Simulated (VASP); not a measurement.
A run of VASP 6.6.1 is set up as follows.

The input POSCAR:

```
Cu
1.0
    0.0000000000      1.8100000000      1.8100000000
    1.8100000000      0.0000000000      1.8100000000
    1.8100000000      1.8100000000      0.0000000000
Cu
1
Direct
    0.0000000000      0.0000000000      0.0000000000
```

INCAR.step1

```
SYSTEM = Cu
PREC = Accurate
ENCUT = 660
ISMEAR = -1
SIGMA = 0.1
LREAL = .False.
LASPH = .True.
NELM = 120
GGA = PE
ALGO = Normal
EDIFF = 1E-5
LWAVE = .True.
LCHARG = .False.
GGA_COMPAT = .False.
IBRION = 2
ISIF = 3
EDIFFG = -0.005
NELMIN = 4
NSW = 100
```

INCAR.step2

```
SYSTEM = Cu
PREC = Accurate
ENCUT = 660
EDIFF = 1E-7
ISMEAR = -1
SIGMA = 0.1
LREAL = .False.
LASPH = .True.
NELM = 120
ALGO = Normal
ISIF = 3
LWAVE = .False.
LCHARG = .False.
METAGGA = R2SCAN
LMIXTAU = .True.
IBRION = 2
NSW = 80
EDIFFG = -0.03
PSTRESS = 200.0
ISTART = 1
GGA_COMPAT = .False.
NELMIN = 4
```

KPOINTS

```
Automatic mesh
0
Gamma
  12 12 12
  0 0 0
```

Potentials or basis: VASP PAW PBE potentials, release 64 (Cu).

Run with:

```sh
$ cat potpaw_PBE.64/Cu/POTCAR > POTCAR
$ cp INCAR.step1 INCAR
$ mpirun -np 1 vasp_std > vasp.out
$ cp INCAR.step2 INCAR
$ mpirun -np 1 vasp_std > vasp.out
```

(1) What does it give for the band gap on the k mesh?

(2) Predict the relaxed cell.

Results:

(1) zero (an odd number of electrons rules out a gap without spin polarisation).

(2) a = 2.452 Å, b = 2.452 Å, c = 2.452 Å, α = 60.00°, β = 60.00°, γ = 60.00°.
